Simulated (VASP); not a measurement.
Wanted: the native input for a VASP 6.6.1 run.

```yaml
Task: relaxation of cell and atoms
Functional: PBE
Potentials_or_basis: VASP PAW PBE potentials, release 64 (Al, B, P)
Cutoff: 600 eV
k_mesh: 4 × 4 × 6
Occupations: gaussian, width 0.1 eV
Spin: no spin polarisation
Dipole_correction: no
Further_INCAR_settings: ALGO = Normal; EDIFF = 1e-06; IBRION = 2; EDIFFG = -0.04; NSW = 90; ISIF = 3
```

The structure of Al3B2P lies in POSCAR:

```
Al3B2P
1.0
    3.8482198167     -4.2714717853      0.0000000000
    3.8482198167      4.2714717853      0.0000000000
    0.0000000000      0.0000000000      3.7327490959
Al B P
3 2 1
Direct
    0.8283169460      0.1716830540      0.5000000000
    0.1716830540      0.8283169460      0.5000000000
    0.5000000000      0.5000000000      0.5000000000
    0.0000000000      0.5000000000      0.5000000000
    0.5000000000      0.0000000000      0.5000000000
    0.0000000000      0.0000000000      0.0000000000
```

The cell was generated, and may not be a known phase.

These files were run (other wordings do the same):

INCAR

```
  ALGO = Normal
  EDIFF = 1E-6
  EDIFFG = -0.04
  ENCUT = 600
  GGA = PE
  IBRION = 2
  ISIF = 3
  ISMEAR = 0
  LASPH = True
  LCHARG = False
  LREAL = False
  LWAVE = False
  NELM = 60
  NSW = 90
  PREC = Accurate
  SIGMA = 0.1
```

KPOINTS

```
k-points
0
Gamma
  4 4 6
```

Potentials or basis: VASP PAW PBE potentials, release 64 (Al, B, P).

Run with:

```sh
$ cat potpaw_PBE.64/Al/POTCAR potpaw_PBE.64/B/POTCAR potpaw_PBE.64/P/POTCAR > POTCAR
$ mpirun -np 1 vasp_std > vasp.out
```

It gave:

```
Relaxed volume                        : 20.42 Å³/atom
Relaxed cell                          : a = 5.808 Å, b = 5.808 Å, c = 3.660 Å, α = 90.00°, β = 90.00°, γ = 96.97°
Space group after relaxing (to 0.1 Å) : Cmmm (No. 65)
Energy gained by relaxing             : 1.7 meV/atom
Ionic steps                           : 6
Pressure after relaxing               : 0.0 GPa
Largest force after relaxing          : 0.040 eV/Å
Band gap on the k mesh                : zero (bands 10 and 11 overlap by 1.85 eV)
```

Wall time 5.7 min on 1 thread of Intel Xeon 8259CL, with other jobs on the host, peak memory 0.25 GiB.
